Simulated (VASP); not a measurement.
# Pt: single point with LDA

Pt:

```
Pt
1.0
    -1.58422    1.58422    1.58422
     1.58422   -1.58422    1.58422
     1.58422    1.58422   -1.58422
Pt
1
Cartesian
  0.0000 0.0000 0.0000
```

```
Program             : VASP 6.6.1
Task                : single point
Functional          : LDA
Potentials or basis : VASP PAW LDA potentials, release 64 (Pt)
Cutoff              : 520 eV
k mesh              : 15 × 15 × 15
Occupations         : fermi-dirac, width 0.1 eV
Spin                : no spin polarisation
```

* Pressure: -15.3 GPa
* Band gap on the k mesh: zero (band 5 reaches 10.87 eV, above the bottom of band 6 at 8.83 eV)

Levels at points of the mesh, in eV from the Fermi level:
| k point | band 2 | band 3 | band 4 | band 5 | band 6 | band 7 | band 8 | band 9 |
| --- | --- | --- | --- | --- | --- | --- | --- | --- |
| (0.00, 0.00, 0.00) | -3.49 | -3.49 | -3.49 | -0.98 | -0.98 | 17.05 | 17.05 | 17.05 |

Run time: 10 s on 1 thread of Intel Xeon 6975P-C (shared host), peak memory 0.13 GiB.

Caveat: spin-orbit coupling is left out, which moves the levels of the heavy elements.
